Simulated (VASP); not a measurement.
# CaO (zincblende type) (F-43m) in VASP: further runs, part 2 of 2

VASP 6.6.1. The steps go on from the part before.

## (3) Electric field gradients, PBE (volume scaled by 0.98)

Input file INCAR:

```
ALGO = Normal ; EDIFF = 1E-8
ENCUT = 520 ; GGA = PE
ISIF = 2 ; ISMEAR = -1
LASPH = T ; LCHARG = F
LEFG = T ; LREAL = F
LWAVE = F ; NBANDS = 15
NELM = 60 ; PREC = Accurate
SIGMA = 0.05
```

Input file KPOINTS:

```
k-points
0
Gamma
  11 11 11
```

Input file POSCAR:

```
CaO
1.0
    0.0000000000      2.6042333196      2.6042333196
    2.6042333196      0.0000000000      2.6042333196
    2.6042333196      2.6042333196      0.0000000000
Ca O
1 1
Direct
    0.0000000000      0.0000000000      0.0000000000
    0.2500000000      0.2500000000      0.2500000000
```

Potentials or basis: VASP PAW PBE potentials, release 64 (Ca_sv, O).

On the command line:

```
$ cat potpaw_PBE.64/Ca_sv/POTCAR potpaw_PBE.64/O/POTCAR > POTCAR
$ mpirun -np 1 vasp_std > vasp.out
```

OUTCAR:

```text
EDIFF = 1E-8
   ENCUT = 520
   GGA = PE
   ISIF = 2
   ISMEAR = -1
   LASPH = T
   LREAL = F
   NELM = 60
   PREC = Accurate

 ion  position               nearest neighbor table
   1  0.000  0.000  0.000-   2 2.26   2 2.26   2 2.26   2 2.26
   2  0.250  0.250  0.250-   1 2.26   1 2.26   1 2.26   1 2.26

  LATTYP: Found a face centered cubic cell.
 ALAT       =     5.2084666392

  Lattice vectors:

 A1 = (   0.0000000000,   2.6042333196,   2.6042333196)
 A2 = (   2.6042333196,   0.0000000000,   2.6042333196)
 A3 = (   2.6042333196,   2.6042333196,   0.0000000000)

Analysis of symmetry for initial positions (statically):
=====================================================================
 Subroutine PRICEL returns:
 Original cell was already a primitive cell.

 Routine SETGRP: Setting up the symmetry group for a
 face centered cubic supercell.

 Subroutine GETGRP returns: Found 24 space group operations
 (whereof 24 operations were pure point group operations)
 out of a pool of 48 trial point group operations.

The static configuration has the point symmetry T_d .

Analysis of symmetry for dynamics (positions and initial velocities):
=====================================================================
 Subroutine PRICEL returns:
 Original cell was already a primitive cell.

 Routine SETGRP: Setting up the symmetry group for a
 face centered cubic supercell.

 Subroutine GETGRP returns: Found 24 space group operations
 (whereof 24 operations were pure point group operations)
 out of a pool of 48 trial point group operations.

The dynamic configuration has the point symmetry T_d .

 Subroutine INISYM returns: Found 24 space group operations
 (whereof 24 operations are pure point group operations),
 and found     1 'primitive' translations

----------------------------------------------------------------------------------------

                                     Primitive cell

  volume of cell :      35.3240

  direct lattice vectors                    reciprocal lattice vectors
     0.000000000  2.604233320  2.604233320    -0.191995086  0.191995086  0.191995086
     2.604233320  0.000000000  2.604233320     0.191995086 -0.191995086  0.191995086
     2.604233320  2.604233320  0.000000000     0.191995086  0.191995086 -0.191995086

  length of vectors
     3.682942080  3.682942080  3.682942080     0.332545244  0.332545244  0.332545244

  position of ions in fractional coordinates (direct lattice)
     0.000000000  0.000000000  0.000000000
     0.250000000  0.250000000  0.250000000

  ion indices of the primitive-cell ions
   primitive index   ion index
                 1           1
                 2           2

----------------------------------------------------------------------------------------

 KPOINTS: k-points

Automatic generation of k-mesh.
 Grid dimensions read from file:
 generate k-points for:   11   11   11

[... 73 lines left out ...]
   PSTRESS=    0.0 pullay stress
   NELECT =      16.0000    total number of electrons
   NUPDOWN=      -1.0000    fix difference up-down
   EMIN   =  10.00;   EMAX   =-10.00  energy-range for DOS
   EFERMI =   0.00;   METHOD = LEGACY
   ISMEAR =    -1;   SIGMA  =   0.05  broadening in eV -4-tet -1-fermi 0-gaus
   EFERMI_NEDOS =   21; number of points for ismear=-14 and -15
   IALGO  =     38    algorithm
   IMIX   =      4    mixing-type and parameters
     AMIX     =   0.40;   BMIX     =  1.00
     AMIX_MAG =   1.60;   BMIX_MAG =  1.00
  volume/ion in A,a.u.               =      17.66       119.19
  Fermi-wavevector in a.u.,A,eV,Ry     =   1.257260  2.375876 21.506750  1.580702
  Thomas-Fermi vector in A             =   2.390927
   LORBIT       =      0    0 simple, 1 ext, 2 COOP (PROOUT), +10 PAW based schemes
   GGA     = PE    functional components
   LHFCALC =     F    Hartree Fock is set to
   AEXX    =    0.0000 exact exchange contribution
   IVDW    =     0    specifies the selected vdW correction
   LEPSILON=     F    determine dielectric tensor
   LRPA    =     F    only Hartree local field effects (RPA)
 non-spin polarized calculation
  energy-cutoff  :      520.00
  volume of cell :       35.32
 maximum number of plane-waves:       967
   NGX = 13   NGY = 13   NGZ = 13

 number of electron      15.9999998 magnetization

 Free energy of the ion-electron system (eV)
  ---------------------------------------------------
  ext. energy  EPLUGINS =         0.00000000
  ---------------------------------------------------
  free energy    TOTEN  =       -12.43736728 eV

  energy without entropy =      -12.43736728  energy(sigma->0) =      -12.43736728

 E-fermi :   1.6447     XC(G=0):  -9.0541

 val. band max:        0.4771363140   @ k =  -0.3636   0.4545   0.1818
 cond. band min:       3.8304195308   @ k =   0.0000   0.0000   0.0000
 fundamental gap:      3.3532832168
 Fermi energy:         1.6446555802

 k-point     1 :       0.0000    0.0000    0.0000
  band No.  band energies     occupation
      1     -36.6429      2.00000
      2     -17.5823      2.00000
      3     -17.5823      2.00000
      4     -17.5823      2.00000
      5     -14.3035      2.00000
      6      -0.1363      2.00000
      7      -0.1363      2.00000
      8      -0.1363      2.00000
      9       3.8304      0.00000
     10       8.4779      0.00000
     11       8.4779      0.00000
     12      10.1168      0.00000
     13      10.1168      0.00000
     14      10.1168      0.00000
[... 401 lines left out ...]
      2     -18.0329      2.00000
      3     -17.6798      2.00000
      4     -17.6103      2.00000
      5     -13.8194      2.00000
      6      -0.5260      2.00000
      7       0.0169      2.00000
      8       0.0484      2.00000
      9       5.9063      0.00000
     10       7.7356      0.00000
     11       8.1560      0.00000
     12       9.4751      0.00000
     13      10.3032      0.00000
     14      10.5304      0.00000
     15      13.7972      0.00000

 [... further k-points ...]
[... 5 lines left out ...]
  --------------------------------------------------------------------------------------
  -------------------------------------------------------------------------------------
  Total        0.4586835      0.4586835      0.4586835      0.0000000      0.0000000      0.0000000
  in kB       20.8043436     20.8043436     20.8043436      0.0000000      0.0000000      0.0000000
  external PRESSURE =      20.8043436 kB  Pullay stress =       0.0000000 kB

 VOLUME and BASIS-vectors are now :
 -----------------------------------------------------------------------------
  energy-cutoff  :      520.00
  volume of cell :       35.32
      direct lattice vectors                 reciprocal lattice vectors
     0.000000000  2.604233320  2.604233320    -0.191995086  0.191995086  0.191995086
     2.604233320  0.000000000  2.604233320     0.191995086 -0.191995086  0.191995086
     2.604233320  2.604233320  0.000000000     0.191995086  0.191995086 -0.191995086

 POSITION                                       TOTAL-FORCE (eV/Angst)
 -----------------------------------------------------------------------------------
      0.00000      0.00000      0.00000         0.000000      0.000000      0.000000
      1.30212      1.30212      1.30212        -0.000000     -0.000000     -0.000000
 -----------------------------------------------------------------------------------
    total drift:                               -0.000000     -0.000000     -0.000000

  FREE ENERGIE OF THE ION-ELECTRON SYSTEM (eV)
  ---------------------------------------------------
  free  energy   TOTEN  =       -12.4373672833 eV

  energy  without entropy=      -12.4373672833  energy(sigma->0) =      -12.43736728

 Electric field gradients (V/A^2)
---------------------------------------------------------------------
 ion       V_xx      V_yy      V_zz      V_xy      V_xz      V_yz
---------------------------------------------------------------------
   1       0.000     0.000    -0.000     0.000     0.000     0.000
   2       0.000    -0.000     0.000     0.001     0.001     0.001
---------------------------------------------------------------------

 Electric field gradients after diagonalization (V/A^2)
 (convention: |V_zz| > |V_xx| > |V_yy|)
----------------------------------------------------------------------
 ion       V_xx      V_yy      V_zz     asymmetry (V_yy - V_xx)/ V_zz
----------------------------------------------------------------------
   1      -0.000    -0.000     0.001       0.000
   2      -0.001    -0.001     0.001       0.000
----------------------------------------------------------------------

           NMR quadrupolar parameters

 Cq : quadrupolar parameter    Cq=e*Q*V_zz/h
 eta: asymmetry parameters     (V_yy - V_xx)/ V_zz
 Q  : nuclear electric quadrupole moment in mb (millibarn)
----------------------------------------------------------------------
 ion       Cq(MHz)       eta       Q (mb)
----------------------------------------------------------------------
   1       0.000       0.000       1.000
   2       0.000       0.000       1.000
----------------------------------------------------------------------
```

OSZICAR:

```text
N       E                     dE             d eps       ncg     rms          rms(c)
DAV:   1     0.126443371108E+03    0.12644E+03   -0.81257E+03  1680   0.105E+03
DAV:   2    -0.902210449033E+01   -0.13547E+03   -0.12542E+03  2156   0.280E+02
DAV:   3    -0.148644456523E+02   -0.58423E+01   -0.57966E+01  1936   0.601E+01
DAV:   4    -0.150702952882E+02   -0.20585E+00   -0.20569E+00  2572   0.971E+00
DAV:   5    -0.150718265157E+02   -0.15312E-02   -0.15310E-02  1899   0.947E-01    0.972E+00
DAV:   6    -0.125505536931E+02    0.25213E+01   -0.85037E+00  1827   0.253E+01    0.418E+00
DAV:   7    -0.124475042134E+02    0.10305E+00   -0.83795E-01  1836   0.846E+00    0.200E+00
DAV:   8    -0.124366389943E+02    0.10865E-01   -0.13714E-01  2128   0.380E+00    0.477E-01
DAV:   9    -0.124354051719E+02    0.12338E-02   -0.99925E-03  1927   0.908E-01    0.168E-01
DAV:  10    -0.124372452510E+02   -0.18401E-02   -0.15759E-03  1806   0.321E-01    0.561E-02
DAV:  11    -0.124373823588E+02   -0.13711E-03   -0.75367E-04  1981   0.186E-01    0.364E-02
DAV:  12    -0.124373674005E+02    0.14958E-04   -0.87976E-05  2198   0.104E-01    0.546E-03
DAV:  13    -0.124373668070E+02    0.59357E-06   -0.52861E-06  1862   0.286E-02    0.155E-03
DAV:  14    -0.124373672767E+02   -0.46970E-06   -0.10703E-06  1778   0.751E-03    0.639E-04
DAV:  15    -0.124373673023E+02   -0.25620E-07   -0.58885E-08  2341   0.248E-03    0.510E-04
DAV:  16    -0.124373672675E+02    0.34786E-07   -0.11183E-08  1674   0.109E-03    0.904E-05
DAV:  17    -0.124373672814E+02   -0.13869E-07   -0.16925E-09  1071   0.358E-04    0.529E-05
DAV:  18    -0.124373672833E+02   -0.19240E-08   -0.19903E-10   875   0.110E-04
   1 F= -.12437367E+02 E0= -.12437367E+02  d E =-.281568E-10
```

Run time: 1.7 min. Hardware: 1 thread of AMD EPYC 7R13, shared host; peak memory 0.14 GiB.

What came out:

```yaml
Free_energy: -12.4374 eV
Pressure: 2.1 GPa
Band_gap_on_the_k_mesh: 3.35 eV, indirect (least direct gap 3.97 eV)
```

Levels at points of the mesh, in eV from the valence-band top:
```tsv
k point	band 4	band 5	band 6	band 7	band 8	band 9	band 10	band 11	band 12	band 13
(0.00, 0.00, 0.00)	-18.06	-14.78	-0.61	-0.61	-0.61	3.35	8.00	8.00	9.64	9.64
```

Caveat: the cell differs from its parent crystal (volume scaled by 0.98); without QUAD_EFG the Cq values of the log hold for a quadrupole moment of 1 mb, not for the nuclei.

## (4) Electric field gradients, PBE

This run uses another cell than the first one, of 18.02 Å³/atom, 1.063 times its volume.

Input file INCAR:

```
  PREC = Accurate
  ENCUT = 520
  EDIFF = 1E-8
  ISMEAR = -1
  SIGMA = 0.05
  LREAL = F
  LASPH = T
  NELM = 80
  ALGO = Normal
  ISIF = 2
  LWAVE = F
  LCHARG = F
  GGA = PE
  LEFG = T
  NBANDS = 15
```

Input file KPOINTS:

```
regular mesh
0
Gamma
  11 11 11
```

Input file POSCAR:

```
CaO
1.0
    0.0000000000      2.6218300245      2.6218300245
    2.6218300245      0.0000000000      2.6218300245
    2.6218300245      2.6218300245      0.0000000000
Ca O
1 1
Direct
    0.0000000000      0.0000000000      0.0000000000
    0.2500000000      0.2500000000      0.2500000000
```

Potentials or basis: VASP PAW PBE potentials, release 64 (Ca_sv, O).

On the command line:

```
$ cat potpaw_PBE.64/Ca_sv/POTCAR potpaw_PBE.64/O/POTCAR > POTCAR
$ mpirun -np 1 vasp_std > vasp.out
```

OUTCAR:

```text
PREC = Accurate
   ENCUT = 520
   EDIFF = 1E-8
   ISMEAR = -1
   LREAL = F
   LASPH = T
   NELM = 80
   ISIF = 2
   GGA = PE

 ion  position               nearest neighbor table
   1  0.000  0.000  0.000-   2 2.27   2 2.27   2 2.27   2 2.27
   2  0.250  0.250  0.250-   1 2.27   1 2.27   1 2.27   1 2.27

  LATTYP: Found a face centered cubic cell.
 ALAT       =     5.2436600490

  Lattice vectors:

 A1 = (   0.0000000000,   2.6218300245,   2.6218300245)
 A2 = (   2.6218300245,   0.0000000000,   2.6218300245)
 A3 = (   2.6218300245,   2.6218300245,   0.0000000000)

[... 642 lines left out ...]
  free  energy   TOTEN  =       -12.4435853813 eV

  energy  without entropy=      -12.4435853813  energy(sigma->0) =      -12.44358538

 Electric field gradients (V/A^2)
---------------------------------------------------------------------
 ion       V_xx      V_yy      V_zz      V_xy      V_xz      V_yz
---------------------------------------------------------------------
   1       0.000     0.000    -0.000     0.001     0.001     0.001
   2      -0.000     0.000    -0.000     0.001     0.001     0.001
---------------------------------------------------------------------

 Electric field gradients after diagonalization (V/A^2)
 (convention: |V_zz| > |V_xx| > |V_yy|)
----------------------------------------------------------------------
 ion       V_xx      V_yy      V_zz     asymmetry (V_yy - V_xx)/ V_zz
----------------------------------------------------------------------
   1      -0.001    -0.001     0.001       0.000
   2      -0.001    -0.001     0.002       0.000
----------------------------------------------------------------------

           NMR quadrupolar parameters

 Cq : quadrupolar parameter    Cq=e*Q*V_zz/h
 eta: asymmetry parameters     (V_yy - V_xx)/ V_zz
 Q  : nuclear electric quadrupole moment in mb (millibarn)
----------------------------------------------------------------------
 ion       Cq(MHz)       eta       Q (mb)
----------------------------------------------------------------------
   1       0.000       0.000       1.000
   2       0.000       0.000       1.000
----------------------------------------------------------------------
```

OSZICAR:

```text
N       E                     dE             d eps       ncg     rms          rms(c)
DAV:   1     0.128596328287E+03    0.12860E+03   -0.80959E+03  1680   0.104E+03
DAV:   2    -0.879806584646E+01   -0.13739E+03   -0.12732E+03  2163   0.281E+02
DAV:   3    -0.148799169821E+02   -0.60819E+01   -0.60410E+01  1869   0.617E+01
DAV:   4    -0.150741801218E+02   -0.19426E+00   -0.19409E+00  2611   0.963E+00
DAV:   5    -0.150752397710E+02   -0.10596E-02   -0.10595E-02  1890   0.851E-01    0.971E+00
DAV:   6    -0.125630677896E+02    0.25122E+01   -0.86154E+00  1820   0.252E+01    0.424E+00
DAV:   7    -0.124544716972E+02    0.10860E+00   -0.84891E-01  1860   0.845E+00    0.201E+00
DAV:   8    -0.124427005959E+02    0.11771E-01   -0.13688E-01  2100   0.378E+00    0.473E-01
DAV:   9    -0.124415684940E+02    0.11321E-02   -0.93057E-03  1978   0.855E-01    0.169E-01
DAV:  10    -0.124434852107E+02   -0.19167E-02   -0.16034E-03  1792   0.316E-01    0.563E-02
DAV:  11    -0.124435993441E+02   -0.11413E-03   -0.73983E-04  2037   0.183E-01    0.363E-02
DAV:  12    -0.124435857474E+02    0.13597E-04   -0.89694E-05  2170   0.103E-01    0.591E-03
DAV:  13    -0.124435848654E+02    0.88199E-06   -0.53155E-06  1883   0.289E-02    0.160E-03
DAV:  14    -0.124435853722E+02   -0.50685E-06   -0.11711E-06  1785   0.768E-03    0.683E-04
DAV:  15    -0.124435853987E+02   -0.26427E-07   -0.63819E-08  2264   0.259E-03    0.490E-04
DAV:  16    -0.124435853670E+02    0.31692E-07   -0.10951E-08  1680   0.107E-03    0.797E-05
DAV:  17    -0.124435853797E+02   -0.12714E-07   -0.15170E-09  1099   0.342E-04    0.507E-05
DAV:  18    -0.124435853813E+02   -0.16294E-08   -0.20032E-10   896   0.111E-04
   1 F= -.12443585E+02 E0= -.12443585E+02  d E =-.172338E-10
```

Wall time 1.8 min (1 thread of AMD EPYC 7R13, shared host); peak memory 0.14 GiB.

What came out:

| Quantity | Value |
| --- | --- |
| Free energy | -12.4436 eV |
| Pressure | 0.4 GPa |
| Band gap on the k mesh | 3.28 eV, indirect (least direct gap 3.86 eV) |

Caveat: without QUAD_EFG the Cq values of the log hold for a quadrupole moment of 1 mb, not for the nuclei.

## (5) The runs side by side

```tsv
cell	gap on the mesh (eV)	pressure (GPa)
a = 3.633 Å, angles 60.0°, 2 atoms	3.50	5.8
a = 3.683 Å, angles 60.0°, 2 atoms	3.35	2.1
a = 3.708 Å, angles 60.0°, 2 atoms	3.28	0.4
```

Alike in all rows: task electric field gradients; level PBE; potentials or basis VASP PAW PBE potentials, release 64 (Ca_sv, O); no spin polarisation; k mesh 11 × 11 × 11; cutoff (eV) 520; smearing fermi-dirac 0.05 eV.

Absolute energies hang on the potentials; compare differences alone.
